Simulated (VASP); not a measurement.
# Bi (Im-3m) in VASP: a series of runs

Runs on Bi. Level: PBEsol. Tasks: single point.

All numbers are computed with VASP 6.6.1; they aren't measurements. Logs are shortened: lines on timing, memory, paths and dates and some standing lists are left out, and cuts for length are marked.

### Step 1. The cell of the first run

The structure is cubic, space group Im-3m (No. 229). Conventional cell: a = 3.750 Å, b = 3.750 Å, c = 3.750 Å, α = 90.00°, β = 90.00°, γ = 90.00°. Within 4.3 Å of Bi (site symmetry m-3m) lie 14 Bi at 3.25 to 3.75 Å.

This isn't the form of Bi at room conditions, which is rhombohedral.

### Step 2. Single point, PBEsol (26.38 Å³/atom)

Contents of INCAR:

```
ALGO = Fast ; EDIFF = 1E-6
ENCUT = 520 ; GGA = PS
ISIF = 2 ; ISMEAR = 0
LASPH = True ; LCHARG = True
LELF = True ; LREAL = False
LVHAR = True ; LWAVE = False
NBANDS = 14 ; NELM = 60
PREC = Accurate ; SIGMA = 0.1
```

Contents of KPOINTS:

```
k-points
0
Gamma
  16 16 16
```

Contents of POSCAR:

```
Bi
1.0
   -1.8751915343      1.8751915343      1.8751915343
    1.8751915343     -1.8751915343      1.8751915343
    1.8751915343      1.8751915343     -1.8751915343
Bi
1
Direct
    0.0000000000      0.0000000000      0.0000000000
```

Potentials or basis: VASP PAW PBE potentials, release 64 (Bi_d).

Launch:

```bash
cat potpaw_PBE.64/Bi_d/POTCAR > POTCAR
mpirun -np 1 vasp_std > vasp.out
```

OUTCAR:

```text
EDIFF = 1E-6
   ENCUT = 520
   GGA = PS
   ISIF = 2
   ISMEAR = 0
   LASPH = True
   LREAL = False
   NELM = 60
   PREC = Accurate

 ion  position               nearest neighbor table
   1  0.000  0.000  0.000-

  LATTYP: Found a body centered cubic cell.
 ALAT       =     3.7503830686

  Lattice vectors:

 A1 = (  -1.8751915343,   1.8751915343,   1.8751915343)
 A2 = (   1.8751915343,  -1.8751915343,   1.8751915343)
 A3 = (   1.8751915343,   1.8751915343,  -1.8751915343)

Analysis of symmetry for initial positions (statically):
=====================================================================
 Subroutine PRICEL returns:
 Original cell was already a primitive cell.

 Routine SETGRP: Setting up the symmetry group for a
 body centered cubic supercell.

 Subroutine GETGRP returns: Found 48 space group operations
 (whereof 48 operations were pure point group operations)
 out of a pool of 48 trial point group operations.

The static configuration has the point symmetry O_h .

Analysis of symmetry for dynamics (positions and initial velocities):
=====================================================================
 Subroutine PRICEL returns:
 Original cell was already a primitive cell.

 Routine SETGRP: Setting up the symmetry group for a
 body centered cubic supercell.

 Subroutine GETGRP returns: Found 48 space group operations
 (whereof 48 operations were pure point group operations)
 out of a pool of 48 trial point group operations.

The dynamic configuration has the point symmetry O_h .

 Subroutine INISYM returns: Found 48 space group operations
 (whereof 48 operations are pure point group operations),
 and found     1 'primitive' translations

----------------------------------------------------------------------------------------

                                     Primitive cell

  volume of cell :      26.3753

  direct lattice vectors                    reciprocal lattice vectors
    -1.875191534  1.875191534  1.875191534     0.000000000  0.266639429  0.266639429
     1.875191534 -1.875191534  1.875191534     0.266639429  0.000000000  0.266639429
     1.875191534  1.875191534 -1.875191534     0.266639429  0.266639429  0.000000000

  length of vectors
     3.247927011  3.247927011  3.247927011     0.377085097  0.377085097  0.377085097

  position of ions in fractional coordinates (direct lattice)
[... 83 lines left out ...]
   ISIF   =      2    stress and relaxation
   ISYM   =      2    0-nonsym 1-usesym 2-fastsym
   POTIM  = 0.5000    time-step for ionic-motion
   TEBEG  =    0.0;   TEEND  =   0.0 temperature during run
   PSTRESS=    0.0 pullay stress
   NELECT =      15.0000    total number of electrons
   NUPDOWN=      -1.0000    fix difference up-down
   EMIN   =  10.00;   EMAX   =-10.00  energy-range for DOS
   EFERMI =   0.00;   METHOD = LEGACY
   ISMEAR =     0;   SIGMA  =   0.10  broadening in eV -4-tet -1-fermi 0-gaus
   EFERMI_NEDOS =   21; number of points for ismear=-14 and -15
   IALGO  =     68    algorithm
   IMIX   =      4    mixing-type and parameters
     AMIX     =   0.40;   BMIX     =  1.00
     AMIX_MAG =   1.60;   BMIX_MAG =  1.00
  volume/ion in A,a.u.               =      26.38       177.99
  Fermi-wavevector in a.u.,A,eV,Ry     =   1.356354  2.563137 25.030575  1.839695
  Thomas-Fermi vector in A             =   2.483364
   LORBIT       =      0    0 simple, 1 ext, 2 COOP (PROOUT), +10 PAW based schemes
   GGA     = PS    functional components
   LHFCALC =     F    Hartree Fock is set to
   AEXX    =    0.0000 exact exchange contribution
   IVDW    =     0    specifies the selected vdW correction
   LEPSILON=     F    determine dielectric tensor
   LRPA    =     F    only Hartree local field effects (RPA)
 non-spin polarized calculation
 RMM-DIIS sequential band-by-band and
 Gauss-broadening in eV      SIGMA  =   0.10
  energy-cutoff  :      520.00
  volume of cell :       26.38
 maximum number of plane-waves:       726
   NGX = 13   NGY = 13   NGZ = 13

 number of electron      14.9999992 magnetization

 Free energy of the ion-electron system (eV)
  ---------------------------------------------------
  ext. energy  EPLUGINS =         0.00000000
  ---------------------------------------------------
  free energy    TOTEN  =        -4.11672647 eV

  energy without entropy =       -4.11405798  energy(sigma->0) =       -4.11539222

 E-fermi :   9.9353     XC(G=0): -11.2527

 val. band max:        9.9349630165   @ k =   0.3125   0.1250   0.0625
 cond. band min:       9.9770565216   @ k =   0.3125   0.1875   0.1250
 fundamental gap:      0.0420935051
 Fermi energy:         9.9353400541

 k-point     1 :       0.0000    0.0000    0.0000
  band No.  band energies     occupation
      1     -13.1520      2.00000
      2     -13.1520      2.00000
      3     -13.1520      2.00000
      4     -12.9309      2.00000
      5     -12.9309      2.00000
      6      -4.8445      2.00000
      7      16.3984      0.00000
      8      16.3984      0.00000
      9      16.3984      0.00000
     10      20.4411      0.00000
     11      20.4411      0.00000
     12      20.4411      0.00000
     13      21.4492      0.00000
     14      22.8230      0.00000
[... 377 lines left out ...]
      1     -13.1799      2.00000
      2     -13.0923      2.00000
      3     -12.9656      2.00000
      4     -12.9530      2.00000
      5     -12.8751      2.00000
      6      -1.8222      2.00000
      7       6.6504      2.00000
      8       9.7217      1.99749
      9      13.3197      0.00000
     10      18.7469      0.00000
     11      20.0124      0.00000
     12      22.5320      0.00000
     13      24.9441      0.00000
     14      25.0878      0.00000

 [... further k-points ...]

------------------------ aborting loop because EDIFF is reached ----------------------------------------

  FORCE on cell =-STRESS in cart. coord.  units (eV):
  Direction    XX          YY          ZZ          XY          YZ          ZX
  --------------------------------------------------------------------------------------
  -------------------------------------------------------------------------------------
  Total        1.7135967      1.7135967      1.7135967     -0.0000000     -0.0000000     -0.0000000
  in kB      104.0931859    104.0931859    104.0931859     -0.0000000     -0.0000000     -0.0000000
  external PRESSURE =     104.0931859 kB  Pullay stress =       0.0000000 kB

 VOLUME and BASIS-vectors are now :
 -----------------------------------------------------------------------------
  energy-cutoff  :      520.00
  volume of cell :       26.38
      direct lattice vectors                 reciprocal lattice vectors
    -1.875191534  1.875191534  1.875191534     0.000000000  0.266639429  0.266639429
     1.875191534 -1.875191534  1.875191534     0.266639429  0.000000000  0.266639429
     1.875191534  1.875191534 -1.875191534     0.266639429  0.266639429  0.000000000

 POSITION                                       TOTAL-FORCE (eV/Angst)
 -----------------------------------------------------------------------------------
      0.00000      0.00000      0.00000         0.000000      0.000000     -0.000000
 -----------------------------------------------------------------------------------
    total drift:                               -0.000000      0.000000      0.000000

  FREE ENERGIE OF THE ION-ELECTRON SYSTEM (eV)
  ---------------------------------------------------
  free  energy   TOTEN  =        -4.1167264655 eV

  energy  without entropy=       -4.1140579816  energy(sigma->0) =       -4.11539222
```

Run time: 27 s. Hardware: 1 thread of Intel Xeon 8259CL, shared host; peak memory 0.17 GiB.

Results:

```yaml
Free_energy: -4.1167 eV
Pressure: 10.4 GPa
Band_gap_on_the_k_mesh: zero (an odd number of electrons rules out a gap without spin polarisation)
```

Caveat: the cell stands under pressure; the PAW data sets were made with another functional, which shifts forces and pressure a little; spin-orbit coupling is left out, which moves the levels of the heavy elements.

### Step 3. Single point, PBEsol (27.27 Å³/atom)

This run uses another cell than the first one, of 27.27 Å³/atom.

Contents of INCAR:

```
PREC = Accurate
ENCUT = 520
EDIFF = 1E-6
ISMEAR = 0
SIGMA = 0.1
LREAL = False
LASPH = True
NELM = 80
ALGO = Fast
ISIF = 2
LWAVE = False
LCHARG = False
GGA = PS
NBANDS = 14
```

Contents of KPOINTS:

```
regular mesh
0
Gamma
  16 16 16
```

Contents of POSCAR:

```
Bi
1.0
   -1.8962628657      1.8962628657      1.8962628657
    1.8962628657     -1.8962628657      1.8962628657
    1.8962628657      1.8962628657     -1.8962628657
Bi
1
Direct
    0.0000000000      0.0000000000      0.0000000000
```

Potentials or basis: VASP PAW PBE potentials, release 64 (Bi_d).

Launch:

```bash
cat potpaw_PBE.64/Bi_d/POTCAR > POTCAR
mpirun -np 1 vasp_std > vasp.out
```

It took 33 s on 1 thread of Intel Xeon 8259CL, shared host; peak memory 0.17 GiB.

It converged, with:

```
Free energy            : -4.1658 eV
Pressure               : 7.0 GPa
Band gap on the k mesh : zero (an odd number of electrons rules out a gap without spin polarisation)
```

Levels at points of the mesh, in eV from the Fermi level:
| k point | band 4 | band 5 | band 6 | band 7 | band 8 | band 9 | band 10 | band 11 | band 12 | band 13 |
| --- | --- | --- | --- | --- | --- | --- | --- | --- | --- | --- |
| (0.00, 0.00, 0.00) | -22.86 | -22.86 | -14.51 | 6.17 | 6.17 | 6.17 | 10.51 | 10.51 | 10.51 | 10.98 |
| (0.50, 0.00, 0.00) | -22.87 | -22.73 | -10.65 | -5.88 | 1.86 | 3.82 | 6.51 | 7.97 | 13.25 | 14.12 |
| (0.50, 0.50, 0.50) | -22.76 | -22.76 | -7.89 | -2.09 | -2.09 | -2.09 | 3.43 | 3.43 | 15.77 | 18.90 |

Caveat: the cell stands under pressure; the PAW data sets were made with another functional, which shifts forces and pressure a little; spin-orbit coupling is left out, which moves the levels of the heavy elements.

### Step 4. Single point, PBEsol (28.17 Å³/atom)

This run uses another cell than the first one, of 28.17 Å³/atom.

Contents of INCAR:

```
ALGO = Fast
EDIFF = 1E-6
ENCUT = 520
GGA = PS
ISIF = 2
ISMEAR = 0
LASPH = True
LCHARG = True
LELF = True
LREAL = False
LVHAR = True
LWAVE = False
NBANDS = 14
NELM = 80
PREC = Accurate
SIGMA = 0.1
```

Contents of KPOINTS:

```
k-points
0
Gamma
  16 16 16
```

Contents of POSCAR:

```
Bi
1.0
   -1.9168760336      1.9168760336      1.9168760336
    1.9168760336     -1.9168760336      1.9168760336
    1.9168760336      1.9168760336     -1.9168760336
Bi
1
Direct
    0.0000000000      0.0000000000      0.0000000000
```

Potentials or basis: VASP PAW PBE potentials, release 64 (Bi_d).

Launch:

```bash
cat potpaw_PBE.64/Bi_d/POTCAR > POTCAR
mpirun -np 1 vasp_std > vasp.out
```

OUTCAR:

```text
EDIFF = 1E-6
   ENCUT = 520
   GGA = PS
   ISIF = 2
   ISMEAR = 0
   LASPH = True
   LREAL = False
   NELM = 80
   PREC = Accurate

 ion  position               nearest neighbor table
   1  0.000  0.000  0.000-

  LATTYP: Found a body centered cubic cell.
 ALAT       =     3.8337520672

  Lattice vectors:

 A1 = (  -1.9168760336,   1.9168760336,   1.9168760336)
 A2 = (   1.9168760336,  -1.9168760336,   1.9168760336)
 A3 = (   1.9168760336,   1.9168760336,  -1.9168760336)

Analysis of symmetry for initial positions (statically):
=====================================================================
 Subroutine PRICEL returns:
 Original cell was already a primitive cell.

 Routine SETGRP: Setting up the symmetry group for a
 body centered cubic supercell.

 Subroutine GETGRP returns: Found 48 space group operations
 (whereof 48 operations were pure point group operations)
 out of a pool of 48 trial point group operations.

The static configuration has the point symmetry O_h .

[... 168 lines left out ...]
  band No.  band energies     occupation
      1     -14.0019      2.00000
      2     -14.0019      2.00000
      3     -14.0019      2.00000
      4     -13.8224      2.00000
      5     -13.8224      2.00000
      6      -5.2279      2.00000
      7      14.9164      0.00000
      8      14.9164      0.00000
      9      14.9164      0.00000
     10      19.5118      0.00000
     11      19.5291      0.00000
     12      19.5291      0.00000
     13      19.5291      0.00000
     14      21.4048      0.00000
[... 377 lines left out ...]
      1     -14.0222      2.00000
      2     -13.9499      2.00000
      3     -13.8504      2.00000
      4     -13.8405      2.00000
      5     -13.7755      2.00000
      6      -2.4759      2.00000
      7       5.8458      2.00000
      8       8.8466      1.98844
      9      12.2139      0.00000
     10      17.4563      0.00000
     11      18.8129      0.00000
     12      21.2240      0.00000
     13      23.5772      0.00000
     14      23.7211      0.00000

 [... further k-points ...]

------------------------ aborting loop because EDIFF is reached ----------------------------------------

  FORCE on cell =-STRESS in cart. coord.  units (eV):
  Direction    XX          YY          ZZ          XY          YZ          ZX
  --------------------------------------------------------------------------------------
  -------------------------------------------------------------------------------------
  Total        0.7414685      0.7414685      0.7414685     -0.0000000      0.0000000      0.0000000
  in kB       42.1658862     42.1658862     42.1658862     -0.0000000      0.0000000      0.0000000
  external PRESSURE =      42.1658862 kB  Pullay stress =       0.0000000 kB

 VOLUME and BASIS-vectors are now :
 -----------------------------------------------------------------------------
  energy-cutoff  :      520.00
  volume of cell :       28.17
      direct lattice vectors                 reciprocal lattice vectors
    -1.916876034  1.916876034  1.916876034     0.000000000  0.260841072  0.260841072
     1.916876034 -1.916876034  1.916876034     0.260841072  0.000000000  0.260841072
     1.916876034  1.916876034 -1.916876034     0.260841072  0.260841072  0.000000000

 POSITION                                       TOTAL-FORCE (eV/Angst)
 -----------------------------------------------------------------------------------
      0.00000      0.00000      0.00000         0.000000      0.000000      0.000000
 -----------------------------------------------------------------------------------
    total drift:                               -0.000000     -0.000000     -0.000000

  FREE ENERGIE OF THE ION-ELECTRON SYSTEM (eV)
  ---------------------------------------------------
  free  energy   TOTEN  =        -4.1973768065 eV

  energy  without entropy=       -4.1946072530  energy(sigma->0) =       -4.19599203
```

OSZICAR:

```text
N       E                     dE             d eps       ncg     rms          rms(c)
DAV:   1     0.114658232186E+03    0.11466E+03   -0.76272E+03  4144   0.127E+03
DAV:   2     0.240854289000E+01   -0.11225E+03   -0.10851E+03  4498   0.348E+02
DAV:   3    -0.405320154590E+01   -0.64617E+01   -0.64307E+01  4984   0.788E+01
DAV:   4    -0.420059436025E+01   -0.14739E+00   -0.14736E+00  5110   0.127E+01
DAV:   5    -0.420710419508E+01   -0.65098E-02   -0.65095E-02  5814   0.243E+00    0.516E-01
RMM:   6    -0.419954100146E+01    0.75632E-02   -0.78104E-03  4996   0.107E+00    0.285E-01
RMM:   7    -0.419734407222E+01    0.21969E-02   -0.61704E-03  4968   0.825E-01    0.770E-02
RMM:   8    -0.419734625735E+01   -0.21851E-05   -0.11589E-03  5785   0.407E-01    0.961E-03
RMM:   9    -0.419737410339E+01   -0.27846E-04   -0.28733E-04  6635   0.150E-01    0.902E-03
RMM:  10    -0.419737610645E+01   -0.20031E-05   -0.42126E-05  5678   0.881E-02    0.393E-03
RMM:  11    -0.419737639706E+01   -0.29061E-06   -0.21173E-05  6299   0.453E-02    0.224E-03
RMM:  12    -0.419737680649E+01   -0.40943E-06   -0.50194E-06  4174   0.205E-02
   1 F= -.41973768E+01 E0= -.41959920E+01  d E =-.276955E-02
```

Run time: 74 s. Hardware: 1 thread of Intel Xeon 8259CL, shared host; peak memory 0.19 GiB.

Results:

```yaml
Free_energy: -4.1974 eV
Pressure: 4.2 GPa
Band_gap_on_the_k_mesh: zero (an odd number of electrons rules out a gap without spin polarisation)
```

Caveat: the cell stands under pressure; the PAW data sets were made with another functional, which shifts forces and pressure a little; spin-orbit coupling is left out, which moves the levels of the heavy elements.

### Step 5. The runs side by side

| cell | gap on the mesh (eV) | pressure (GPa) |
| --- | --- | --- |
| a = 3.248 Å, angles 109.5°, 1 atom | none | 10.4 |
| a = 3.284 Å, angles 109.5°, 1 atom | none | 7.0 |
| a = 3.320 Å, angles 109.5°, 1 atom | none | 4.2 |

Alike in all rows: task single point; level PBEsol; potentials or basis VASP PAW PBE potentials, release 64 (Bi_d); no spin polarisation; k mesh 16 × 16 × 16; cutoff (eV) 520; smearing gaussian 0.1 eV.

Caveats: the cell stands under pressure; the PAW data sets were made with another functional, which shifts forces and pressure a little; spin-orbit coupling is left out, which moves the levels of the heavy elements.

Total energies depend on the potentials used, so only differences within one code and one set of settings carry meaning.
